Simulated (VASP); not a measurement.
# BaAuS (Cmcm) in VASP: single point with PBE

Aim: the single point of BaAuS with PBE.

Everything below comes from runs of VASP 6.6.1. Logs are shortened: lines on timing, memory, paths and dates and some standing lists are left out, and cuts for length are marked.

## 1. The cell of the first run

Symmetry: Cmcm, No. 63, orthorhombic system. Conventional cell: a = 6.030 Å, b = 9.380 Å, c = 5.883 Å, α = 90.00°, β = 90.00°, γ = 90.00°. Within 4.0 Å of Ba (site symmetry m2m) lie 5 S at 3.05 to 3.77 Å and 6 Au at 3.52 to 3.67 Å. Au (site symmetry 2/m) has 2 S at 2.82 Å and 2 Au at 2.94 Å and 6 Ba at 3.52 to 3.67 Å within 3.7 Å. S (site symmetry m2m) has 2 Au at 2.82 Å and 5 Ba at 3.05 to 3.77 Å within 3.8 Å.

## 2. Single point, PBE

File INCAR:

```
SYSTEM = BaAuS
PREC = Accurate
ENCUT = 540
EDIFF = 1E-6
ISMEAR = -1
SIGMA = 0.1
LREAL = .FALSE.
LASPH = .TRUE.
NELM = 120
ALGO = Normal
ISIF = 2
LWAVE = .FALSE.
LCHARG = .FALSE.
GGA = PE
NBANDS = 44
GGA_COMPAT = .FALSE.
```

File KPOINTS:

```
Automatic mesh
0
G
  4 4 3
  0 0 0
```

File POSCAR:

```
BaAuS
1.0
    3.0150378372      4.6902038386      0.0000000000
    3.0150378372     -4.6902038386      0.0000000000
    0.0000000000      0.0000000000     -5.8834305192
Ba Au S
2 2 2
Direct
    0.3413468828      0.6586531172      0.7500000000
    0.6586531172      0.3413468828      0.2500000000
    0.0000000000      0.0000000000      0.0000000000
    0.0000000000      0.0000000000      0.5000000000
    0.7430819241      0.2569180759      0.7500000000
    0.2569180759      0.7430819241      0.2500000000
```

Potentials or basis: VASP PAW PBE potentials, release 64 (Ba_sv, Au_sv_GW, S).

On the command line:

```bash
cat potpaw_PBE.64/Ba_sv/POTCAR potpaw_PBE.64/Au_sv_GW/POTCAR potpaw_PBE.64/S/POTCAR > POTCAR
mpirun -np 1 vasp_std > vasp.out
```

OUTCAR:

```text
SYSTEM = BaAuS
   PREC = Accurate
   ENCUT = 540
   EDIFF = 1E-6
   ISMEAR = -1
   LREAL = .FALSE.
   LASPH = .TRUE.
   NELM = 120
   ISIF = 2
   GGA = PE

 ion  position               nearest neighbor table
   1  0.341  0.659  0.750-   6 3.05   6 3.05   5 3.15   5 3.15   4 3.52   3 3.52   3 3.67   3 3.67
                             4 3.67   4 3.67   5 3.77   2 4.18   2 4.18   2 4.55   2 4.55   2 4.55
   2  0.659  0.341  0.250-   5 3.05   5 3.05   6 3.15   6 3.15   4 3.52   3 3.52   4 3.67   3 3.67
                             3 3.67   4 3.67   6 3.77   1 4.18   1 4.18   1 4.55   1 4.55   1 4.55
   3  0.000  0.000  0.000-   5 2.82   6 2.82   4 2.94   4 2.94   1 3.52   2 3.52   2 3.67   1 3.67
                             2 3.67   1 3.67
   4  0.000  0.000  0.500-   5 2.82   6 2.82   3 2.94   3 2.94   1 3.52   2 3.52   2 3.67   1 3.67
                             2 3.67   1 3.67
   5  0.743  0.257  0.750-   3 2.82   4 2.82   2 3.05   2 3.05   1 3.15   1 3.15   1 3.77
   6  0.257  0.743  0.250-   3 2.82   4 2.82   1 3.05   1 3.05   2 3.15   2 3.15   2 3.77

  LATTYP: Found a base centered orthorhombic cell.
 ALAT       =     6.0300756744
 B/A-ratio  =     1.5556036414
 C/A-ratio  =     0.9756810423

  Lattice vectors:

 A1 = (   3.0150378372,   4.6902038386,   0.0000000000)
 A2 = (   3.0150378372,  -4.6902038386,   0.0000000000)
 A3 = (   0.0000000000,   0.0000000000,  -5.8834305192)

Analysis of symmetry for initial positions (statically):
=====================================================================
 Subroutine PRICEL returns:
 Original cell was already a primitive cell.

 Routine SETGRP: Setting up the symmetry group for a
 base centered orthorhombic supercell.

 Subroutine GETGRP returns: Found  8 space group operations
 (whereof  4 operations were pure point group operations)
 out of a pool of  8 trial point group operations.

The static configuration has the point symmetry C_2h.
 The point group associated with its full space group is D_2h.

Analysis of symmetry for dynamics (positions and initial velocities):
=====================================================================
 Subroutine PRICEL returns:
 Original cell was already a primitive cell.

 Routine SETGRP: Setting up the symmetry group for a
 base centered orthorhombic supercell.

 Subroutine GETGRP returns: Found  8 space group operations
 (whereof  4 operations were pure point group operations)
 out of a pool of  8 trial point group operations.

The dynamic configuration has the point symmetry C_2h.
 The point group associated with its full space group is D_2h.

 Subroutine INISYM returns: Found  8 space group operations
 (whereof  4 operations are pure point group operations),
 and found     1 'primitive' translations

----------------------------------------------------------------------------------------

                                     Primitive cell

  volume of cell :     166.3969

  direct lattice vectors                    reciprocal lattice vectors
     3.015037837  4.690203839  0.000000000     0.165835398  0.106605175  0.000000000
     3.015037837 -4.690203839  0.000000000     0.165835398 -0.106605175  0.000000000
     0.000000000  0.000000000 -5.883430519     0.000000000  0.000000000 -0.169968864

  length of vectors
     5.575703113  5.575703113  5.883430519     0.197144725  0.197144725  0.169968864

  position of ions in fractional coordinates (direct lattice)
     0.341346883  0.658653117  0.750000000
     0.658653117  0.341346883  0.250000000
     0.000000000  0.000000000  0.000000000
     0.000000000  0.000000000  0.500000000
     0.743081924  0.256918076  0.750000000
     0.256918076  0.743081924  0.250000000

  ion indices of the primitive-cell ions
   primitive index   ion index
                 1           1
                 2           2
                 3           3
                 4           4
                 5           5
                 6           6

----------------------------------------------------------------------------------------

 KPOINTS: Automatic mesh

Automatic generation of k-mesh.
 Grid dimensions read from file:
 generate k-points for:    4    4    3

 Generating k-lattice:

  Cartesian coordinates                     Fractional coordinates (reciprocal lattice)
     0.041458850  0.026651294  0.000000000     0.250000000  0.000000000  0.000000000
     0.041458850 -0.026651294  0.000000000     0.000000000  0.250000000  0.000000000
     0.000000000  0.000000000 -0.056656288     0.000000000  0.000000000  0.333333333

  Length of vectors
     0.049286181  0.049286181  0.056656288

  Shift w.r.t. Gamma in fractional coordinates (k-lattice)
     0.000000000  0.000000000  0.000000000

 Subroutine IBZKPT returns following result:
 ===========================================

 Found     14 irreducible k-points:

 Following reciprocal coordinates:
            Coordinates               Weight
  0.000000  0.000000  0.000000      1.000000
  0.250000  0.000000  0.000000      4.000000
  0.500000  0.000000  0.000000      2.000000
  0.250000  0.250000  0.000000      2.000000
  0.500000  0.250000  0.000000      4.000000
 -0.250000  0.250000  0.000000      2.000000
  0.500000  0.500000  0.000000      1.000000
  0.000000  0.000000  0.333333      2.000000
  0.250000  0.000000  0.333333      8.000000
  0.500000  0.000000  0.333333      4.000000
  0.250000  0.250000  0.333333      4.000000
  0.500000  0.250000  0.333333      8.000000
 -0.250000  0.250000  0.333333      4.000000
  0.500000  0.500000  0.333333      2.000000
   k-points           NKPTS =     14   k-points in BZ     NKDIM =     14   number of bands    NBANDS=     44
   number of dos      NEDOS =    301   number of ions     NIONS =      6
   total plane-waves  NPLWV =  84672
   dimension x,y,z NGX =    42 NGY =   42 NGZ =   48
   dimension x,y,z NGXF=    84 NGYF=   84 NGZF=   96
   ions per type =               2   2   2
   NGX,Y,Z   is equivalent  to a cutoff of  12.52, 12.52, 13.56 a.u.
   NGXF,Y,Z  is equivalent  to a cutoff of  25.05, 25.05, 27.13 a.u.
 SYSTEM =  BaAuS
   PREC   = accura    normal or accurate (medium, high low for compatibility)
   ISTART =      0    job   : 0-new  1-cont  2-samecut
   ICHARG =      2    charge: 1-file 2-atom 10-const
   ISPIN  =      1    spin polarized calculation?
   LNONCOLLINEAR =      F non collinear calculations
   LSORBIT =      F    spin-orbit coupling
   LASPH  =      T    aspherical Exc in radial PAW
   ENCUT  =  540.0 eV  39.69 Ry    6.30 a.u.  10.56 10.56 11.15*2*pi/ulx,y,z
   NELM   =    120;   NELMIN=  2; NELMDL= -5     # of ELM steps
   EDIFF  = 0.1E-05   stopping-criterion for ELM
   LREAL  =      F    real-space projection
   EDIFFG = 0.1E-04   stopping-criterion for IOM
   NSW    =      0    number of steps for IOM
   IBRION =     -1    ionic relax: 0-MD 1-quasi-New 2-CG
   NFREE  =      0    steps in history (QN), initial steepest desc. (CG)
   ISIF   =      2    stress and relaxation
   ISYM   =      2    0-nonsym 1-usesym 2-fastsym
   POTIM  = 0.5000    time-step for ionic-motion
   TEBEG  =    0.0;   TEEND  =   0.0 temperature during run
   PSTRESS=    0.0 pullay stress
   NELECT =      70.0000    total number of electrons
   NUPDOWN=      -1.0000    fix difference up-down
   EMIN   =  10.00;   EMAX   =-10.00  energy-range for DOS
   EFERMI =   0.00;   METHOD = LEGACY
   ISMEAR =    -1;   SIGMA  =   0.10  broadening in eV -4-tet -1-fermi 0-gaus
   EFERMI_NEDOS =   21; number of points for ismear=-14 and -15
   IALGO  =     38    algorithm
   IMIX   =      4    mixing-type and parameters
     AMIX     =   0.40;   BMIX     =  1.00
     AMIX_MAG =   1.60;   BMIX_MAG =  1.00
  volume/ion in A,a.u.               =      27.73       187.15
  Fermi-wavevector in a.u.,A,eV,Ry     =   1.226665  2.318060 20.472766  1.504706
  Thomas-Fermi vector in A             =   2.361657
   LORBIT       =      0    0 simple, 1 ext, 2 COOP (PROOUT), +10 PAW based schemes
   GGA     = PE    functional components
   LHFCALC =     F    Hartree Fock is set to
   AEXX    =    0.0000 exact exchange contribution
   IVDW    =     0    specifies the selected vdW correction
   LEPSILON=     F    determine dielectric tensor
   LRPA    =     F    only Hartree local field effects (RPA)
 non-spin polarized calculation
  energy-cutoff  :      540.00
  volume of cell :      166.40
 maximum number of plane-waves:      4760
   NGX = 21   NGY = 21   NGZ = 23

 number of electron      70.0000010 magnetization

 Free energy of the ion-electron system (eV)
  ---------------------------------------------------
  ext. energy  EPLUGINS =         0.00000000
  ---------------------------------------------------
  free energy    TOTEN  =       -23.09039718 eV

  energy without entropy =      -22.98780173  energy(sigma->0) =      -23.03909946

 E-fermi :   4.0081     XC(G=0):  -9.6820

 val. band max:        3.9715270510   @ k =   0.5000   0.5000   0.3333
 cond. band min:       4.1213630785   @ k =   0.5000   0.0000   0.3333
 fundamental gap:      0.1498360276
 Fermi energy:         4.0081100644

 k-point     1 :       0.0000    0.0000    0.0000
  band No.  band energies     occupation
      1    -101.1956      2.00000
      2    -101.1927      2.00000
      3     -52.5933      2.00000
      4     -52.5235      2.00000
      5     -52.5079      2.00000
      6     -52.5004      2.00000
[... 36 lines left out ...]
     43       8.6852      0.00000
     44       8.9117      0.00000

 k-point     2 :       0.2500    0.0000    0.0000
  band No.  band energies     occupation
      1    -101.1956      2.00000
      2    -101.1927      2.00000
      3     -52.5932      2.00000
      4     -52.5235      2.00000
      5     -52.5079      2.00000
      6     -52.5004      2.00000
[... 36 lines left out ...]
     43       8.8285      0.00000
     44       9.0447      0.00000

 k-point     3 :       0.5000    0.0000    0.0000
  band No.  band energies     occupation
      1    -101.1956      2.00000
      2    -101.1927      2.00000
      3     -52.5933      2.00000
      4     -52.5235      2.00000
      5     -52.5079      2.00000
      6     -52.5004      2.00000
[... 36 lines left out ...]
     43       8.7912      0.00000
     44       8.8016      0.00000

 k-point     4 :       0.2500    0.2500    0.0000
  band No.  band energies     occupation
      1    -101.1956      2.00000
      2    -101.1927      2.00000
      3     -52.5932      2.00000
      4     -52.5234      2.00000
      5     -52.5080      2.00000
      6     -52.5004      2.00000
[... 412 lines left out ...]
     43       8.5632      0.00000
     44       8.9149      0.00000

 k-point    13 :      -0.2500    0.2500    0.3333
  band No.  band energies     occupation
      1    -101.1949      2.00000
      2    -101.1935      2.00000
      3     -52.5731      2.00000
      4     -52.5371      2.00000
      5     -52.5061      2.00000
      6     -52.5023      2.00000
[... 36 lines left out ...]
     43       8.2930      0.00000
     44       8.9939      0.00000

 k-point    14 :       0.5000    0.5000    0.3333
  band No.  band energies     occupation
      1    -101.1949      2.00000
      2    -101.1935      2.00000
      3     -52.5731      2.00000
      4     -52.5371      2.00000
      5     -52.5061      2.00000
      6     -52.5023      2.00000
[... 36 lines left out ...]
     43       8.6653      0.00000
     44       8.9703      0.00000

------------------------ aborting loop because EDIFF is reached ----------------------------------------

  FORCE on cell =-STRESS in cart. coord.  units (eV):
  Direction    XX          YY          ZZ          XY          YZ          ZX
  --------------------------------------------------------------------------------------
  -------------------------------------------------------------------------------------
  Total        0.5607232      0.1422971      0.7019306      0.0000000      0.0000000      0.0000000
  in kB        5.3990087      1.3701290      6.7586448      0.0000000      0.0000000      0.0000000
  external PRESSURE =       4.5092608 kB  Pullay stress =       0.0000000 kB

 VOLUME and BASIS-vectors are now :
 -----------------------------------------------------------------------------
  energy-cutoff  :      540.00
  volume of cell :      166.40
      direct lattice vectors                 reciprocal lattice vectors
     3.015037837  4.690203839  0.000000000     0.165835398  0.106605175  0.000000000
     3.015037837 -4.690203839  0.000000000     0.165835398 -0.106605175  0.000000000
     0.000000000  0.000000000 -5.883430519     0.000000000  0.000000000 -0.169968864

 POSITION                                       TOTAL-FORCE (eV/Angst)
 -----------------------------------------------------------------------------------
      3.01504     -1.48823     -4.41257         0.000000      0.054960     -0.000000
      3.01504      1.48823     -1.47086         0.000000     -0.054960     -0.000000
      0.00000      0.00000      0.00000         0.000000      0.000000      0.000000
      0.00000      0.00000     -2.94172         0.000000      0.000000      0.000000
      3.01504      2.28021     -4.41257         0.000000      0.020273      0.000000
      3.01504     -2.28021     -1.47086         0.000000     -0.020273      0.000000
 -----------------------------------------------------------------------------------
    total drift:                               -0.000000      0.000000     -0.000000

  FREE ENERGIE OF THE ION-ELECTRON SYSTEM (eV)
  ---------------------------------------------------
  free  energy   TOTEN  =       -23.0903971796 eV

  energy  without entropy=      -22.9878017311  energy(sigma->0) =      -23.03909946
```

Run time: 1.8 min. Hardware: 1 thread of Intel Xeon Platinum 8488C (Sapphire Rapids), shared host; peak memory 0.33 GiB.

Results:

- Free energy: -23.0904 eV
- Pressure: 0.5 GPa
- Largest force: 0.055 eV/Å
- Band gap on the k mesh: zero (bands 35 and 36 overlap by 1.17 eV)

Forces in eV/Å, atoms in the order of the input:
```
Ba   0.000  0.055  0.000
Ba   0.000 -0.055  0.000
Au   0.000  0.000  0.000
Au   0.000  0.000  0.000
S    0.000  0.020  0.000
S    0.000 -0.020  0.000
```

Caveat: spin-orbit coupling is left out, which moves the levels of the heavy elements.

The gap in the log of VASP goes by the Fermi energy; the results here count the filled bands.